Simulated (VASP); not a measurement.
# CoO (R3m) in VASP: single point with PBE+U

Aim: the single point of CoO with PBE+U.

All numbers are computed with VASP 6.6.1; they aren't measurements. Logs are shortened: lines on timing, memory, paths and dates and some standing lists are left out, and cuts for length are marked.

### 1 The cell of the first run

It takes space group R3m (No. 160, trigonal). The conventional cell has a = 3.273 Å, b = 3.273 Å, c = 7.920 Å, α = 90.00°, β = 90.00°, γ = 120.00°. Within 2.6 Å of Co (site symmetry 3m) lie 4 O at 1.96 to 2.01 Å. O (site symmetry 3m) has 4 Co at 1.96 to 2.01 Å within 2.6 Å.

### 2 Single point, PBE+U, collinear spin, antiferromagnetic start

INCAR reads:

```
PREC = Accurate
ENCUT = 700
EDIFF = 1E-6
ISMEAR = 0
SIGMA = 0.1
LREAL = F
LASPH = T
NELM = 200
ALGO = Normal
ISIF = 2
LWAVE = F
LCHARG = F
ISPIN = 2
MAGMOM = -2.56 2.56 0 0
LORBIT = 11
LMAXMIX = 4
LDAU = T
LDAUTYPE = 2
LDAUL = 2 -1
LDAUU = 3.32 0
LDAUJ = 0 0
LDAUPRINT = 1
GGA = PE
NBANDS = 35
GGA_COMPAT = F
```

KPOINTS reads:

```
Automatic mesh
0
Gamma
  6 6 6
```

POSCAR reads:

```
CoO
1.0
    1.6364179544      0.9447863465      5.2800659790
   -1.6364179544      0.9447863465      5.2800659790
    0.0000000000     -1.8895726930      5.2800659790
Co O
2 2
Direct
    0.9994843051      0.9994843051      0.9994843051
    0.4994845068      0.4994845068      0.4994845068
    0.3755151765      0.3755151765      0.3755151765
    0.8755153616      0.8755153616      0.8755153616
```

Potentials or basis: VASP PAW PBE potentials, release 64 (Co_sv, O).

The run is started by

```
cat potpaw_PBE.64/Co_sv/POTCAR potpaw_PBE.64/O/POTCAR > POTCAR
mpirun -np 1 vasp_std > vasp.out
```

OUTCAR:

```text
PREC = Accurate
   ENCUT = 700
   EDIFF = 1E-6
   ISMEAR = 0
   LREAL = F
   LASPH = T
   NELM = 200
   ISIF = 2
   ISPIN = 2
   LORBIT = 11
   GGA = PE

 ion  position               nearest neighbor table
   1  0.999  0.999  0.999-   4 1.96   3 2.01   3 2.01   3 2.01
   2  0.499  0.499  0.499-   3 1.96   4 2.01   4 2.01   4 2.01
   3  0.376  0.376  0.376-   2 1.96   1 2.01   1 2.01   1 2.01
   4  0.876  0.876  0.876-   1 1.96   2 2.01   2 2.01   2 2.01

  LATTYP: Found a trigonal (rhomboedric) cell.
 ALAT       =     5.6079926627
 COS(alpha) =     0.8297043346

  Lattice vectors:

 A1 = (   1.6364179544,   0.9447863465,   5.2800659790)
 A2 = (  -1.6364179544,   0.9447863465,   5.2800659790)
 A3 = (   0.0000000000,  -1.8895726930,   5.2800659790)

Analysis of symmetry for initial positions (statically):
=====================================================================
 Subroutine PRICEL returns following result:

  LATTYP: Found a trigonal (rhomboedric) cell.
 ALAT       =     3.2465791254
 COS(alpha) =     0.4918789597
[... 12 lines left out ...]
 Subroutine GETGRP returns: Found  6 space group operations
 (whereof  6 operations were pure point group operations)
 out of a pool of 12 trial point group operations.

The static configuration has the point symmetry C_3v.

Analysis of symmetry for dynamics (positions and initial velocities):
=====================================================================
 Subroutine PRICEL returns following result:

  LATTYP: Found a trigonal (rhomboedric) cell.
 ALAT       =     3.2465791254
 COS(alpha) =     0.4918789597
[... 12 lines left out ...]
 Subroutine GETGRP returns: Found  6 space group operations
 (whereof  6 operations were pure point group operations)
 out of a pool of 12 trial point group operations.

The dynamic configuration has the point symmetry C_3v.

Analysis of structural, dynamic, and magnetic symmetry:
=====================================================================
 Subroutine PRICEL returns following result:

  LATTYP: Found a trigonal (rhomboedric) cell.
[... 219 lines left out ...]
  o =  0.9067  v =  0.0000  0.0000  0.0000  0.0000  0.0000  0.0000  0.8006  0.0000  0.0000  0.5992      0.0000  0.0000  0.0000  0.0000  0.0000  0.0000  0.0000  0.0000  0.0000  0.0000
  o =  0.9180  v =  0.0000 -0.0000  1.0000  0.0000 -0.0000  0.0000  0.0000  0.0000  0.0000  0.0000      0.0000  0.0000  0.0000  0.0000  0.0000  0.0000  0.0000  0.0000  0.0000  0.0000
  o =  0.9201  v =  0.4853 -0.0000 -0.0000  0.8743 -0.0000  0.0000  0.0000  0.0000  0.0000  0.0000      0.0000  0.0000  0.0000  0.0000  0.0000  0.0000  0.0000  0.0000  0.0000  0.0000
  o =  0.9201  v = -0.0000 -0.8743 -0.0000 -0.0000 -0.4853  0.0000  0.0000  0.0000  0.0000  0.0000      0.0000  0.0000  0.0000  0.0000  0.0000  0.0000  0.0000  0.0000  0.0000  0.0000
  o =  0.9291  v = -0.8743 -0.0000  0.0000  0.4853  0.0000  0.0000  0.0000  0.0000  0.0000  0.0000      0.0000  0.0000  0.0000  0.0000  0.0000  0.0000  0.0000  0.0000  0.0000  0.0000
  o =  0.9291  v = -0.0000  0.4853 -0.0000  0.0000 -0.8743  0.0000  0.0000  0.0000  0.0000  0.0000      0.0000  0.0000  0.0000  0.0000  0.0000  0.0000  0.0000  0.0000  0.0000  0.0000

 number of electron      45.9999991 magnetization      -0.0000000

 Free energy of the ion-electron system (eV)
  ---------------------------------------------------
  ext. energy  EPLUGINS =         0.00000000
  ---------------------------------------------------
  free energy    TOTEN  =       -23.86205341 eV

  energy without entropy =      -23.86205341  energy(sigma->0) =      -23.86205341

 E-fermi :   5.9725     XC(G=0): -10.9756

 val. band max:        5.5245606268   @ k =   0.5000   0.5000   0.5000
 cond. band min:       6.4028366948   @ k =   0.0000   0.0000   0.0000
 fundamental gap:      0.8782760680
 Fermi energy:         5.9725256381

 spin component 1

 k-point     1 :       0.0000    0.0000    0.0000
  band No.  band energies     occupation
      1     -90.5198      1.00000
      2     -87.3952      1.00000
      3     -53.8721      1.00000
      4     -53.7479      1.00000
      5     -53.7479      1.00000
      6     -50.7812      1.00000
[... 1817 lines left out ...]
     34      20.0750      0.00000
     35      20.5981      0.00000

 [... further k-points ...]

------------------------ aborting loop because EDIFF is reached ----------------------------------------

  FORCE on cell =-STRESS in cart. coord.  units (eV):
  Direction    XX          YY          ZZ          XY          YZ          ZX
  --------------------------------------------------------------------------------------
  -------------------------------------------------------------------------------------
  Total       -0.3718487     -0.3718487     -0.3922862      0.0000000      0.0000000      0.0000000
  in kB      -12.1634951    -12.1634951    -12.8320244      0.0000000      0.0000000      0.0000000
  external PRESSURE =     -12.3863382 kB  Pullay stress =       0.0000000 kB

 VOLUME and BASIS-vectors are now :
 -----------------------------------------------------------------------------
  energy-cutoff  :      700.00
  volume of cell :       48.98
      direct lattice vectors                 reciprocal lattice vectors
     1.636417954  0.944786347  5.280065979     0.305545413  0.176406727  0.063130524
    -1.636417954  0.944786347  5.280065979    -0.305545413  0.176406727  0.063130524
     0.000000000 -1.889572693  5.280065979     0.000000000 -0.352813453  0.063130524

 POSITION                                       TOTAL-FORCE (eV/Angst)
 -----------------------------------------------------------------------------------
      0.00000      0.00000     15.83203        -0.000000      0.000000     -0.000130
      0.00000      0.00000      7.91193        -0.000000      0.000000     -0.000130
      0.00000      0.00000      5.94823         0.000000     -0.000000      0.000130
      0.00000      0.00000     13.86834         0.000000     -0.000000      0.000130
 -----------------------------------------------------------------------------------
    total drift:                               -0.000000     -0.000000     -0.003839

  FREE ENERGIE OF THE ION-ELECTRON SYSTEM (eV)
  ---------------------------------------------------
  free  energy   TOTEN  =       -23.8620534060 eV

  energy  without entropy=      -23.8620534060  energy(sigma->0) =      -23.86205341

 total charge

# of ion       s       p       d       tot
------------------------------------------
    1        2.166   6.080   6.684  14.931
    2        2.166   6.080   6.684  14.931
    3        1.542   3.463   0.000   5.005
    4        1.542   3.463   0.000   5.005
--------------------------------------------------
tot          7.417  19.086  13.368  39.871

 magnetization (x)

# of ion       s       p       d       tot
------------------------------------------
    1       -0.010  -0.020  -2.518  -2.548
    2        0.010   0.020   2.518   2.548
    3       -0.008  -0.074   0.000  -0.082
    4        0.008   0.074   0.000   0.082
--------------------------------------------------
tot          0.000   0.000   0.000   0.000
```

stdout:

```text
POSCAR found type information on POSCAR CoO
 POSCAR found :  2 types and       4 ions
 scaLAPACK will be used
 LDA part: xc-table for (Slater+PW92), standard interpolation
 POSCAR, INCAR and KPOINTS ok, starting setup
 FFT: planning ... GRIDC
 FFT: planning ... GRID_SOFT
 FFT: planning ... GRID
 WAVECAR not read
 entering main loop
```

It took 5.5 min on 1 thread of Intel Xeon Platinum 8259CL at 2.50GHz (Skylake/Cascade Lake), shared host; peak memory 0.46 GiB.

What came out:

* Free energy: -23.8621 eV
* Pressure: -1.2 GPa
* Band gap on the k mesh: 0.88 eV
* Net moment: 0.00 μB per cell
* Site moments: Co -2.55, +2.55; O -0.08, +0.08 μB
* Valence electrons inside the program's atomic spheres: Co 14.93; O 5.00

Levels at points of the mesh, in eV from the valence-band top:
Spin up:
```csv
k point,band 20,band 21,band 22,band 23,band 24,band 25,band 26,band 27
"(0.00, 0.00, 0.00)",-1.20,-1.20,-0.19,-0.19,0.88,3.45,3.97,3.97
"(0.50, 0.00, 0.00)",-1.79,-1.45,-0.65,-0.30,2.20,2.67,3.33,6.43
"(0.50, 0.50, 0.00)",-1.59,-1.48,-0.64,-0.58,2.09,2.96,3.36,6.13
"(0.50, 0.50, 0.50)",-1.39,-1.39,0.00,0.00,2.74,3.18,3.96,3.96
```
Spin down:
```
           k point  band 21  band 22  band 23  band 24  band 25  band 26
(0.00, 0.00, 0.00)    -1.20    -0.19    -0.19     0.88     3.45     3.97
(0.50, 0.00, 0.00)    -1.45    -0.65    -0.30     2.20     2.67     3.33
(0.50, 0.50, 0.00)    -1.48    -0.64    -0.58     2.09     2.96     3.36
(0.50, 0.50, 0.50)    -1.39     0.00     0.00     2.74     3.18     3.96
```

Eigenvalues of the final occupation matrices:
```tsv
site	spin	trace	eigenvalues
site 1 d	1	2.09	0.09 0.09 0.10 0.91 0.91
site 1 d	2	4.62	0.92 0.92 0.92 0.93 0.93
site 2 d	1	4.62	0.92 0.92 0.92 0.93 0.93
site 2 d	2	2.09	0.09 0.09 0.10 0.91 0.91
```

A k mesh can miss the band edges. The state reached can hang on the start; a lower one may exist.
